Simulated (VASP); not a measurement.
BN:

```
CELL_PARAMETERS angstrom
0.00000 1.80483 1.84092
1.80483 0.00000 1.84092
1.80483 1.80483 0.00000
ATOMIC_POSITIONS crystal
B 0.00000 0.00000 0.00000
N 0.25000 0.25000 0.25000
```

This cell differs from its parent crystal: uniaxial z strain +2.0%.

Base run:

* Program: VASP 6.6.1
* Functional: r2SCAN
* Potentials or basis: VASP PAW PBE potentials, release 64 (B, N)
* Cutoff: 520 eV
* k mesh: 12 × 12 × 12
* Occupations: gaussian, width 0.01 eV
* Spin: no spin polarisation

Its results: band gap on the k mesh 4.78 eV (least direct gap 9.34 eV); pressure -6.4 GPa.

**Question.** The run is repeated on the same cell with these changes: functional from r2SCAN to PBE; occupations from gaussian, width 0.01 eV to fermi-dirac, width 0.02 eV. What comes out?

**Answer.** Band gap on the k mesh 4.27 eV (least direct gap 8.64 eV); pressure -2.5 GPa.

Caveats: the cell stands under tension (at least some runs); the PAW data sets were made with another functional, which shifts forces and pressure a little (at least some runs).

A k mesh can miss the band edges.
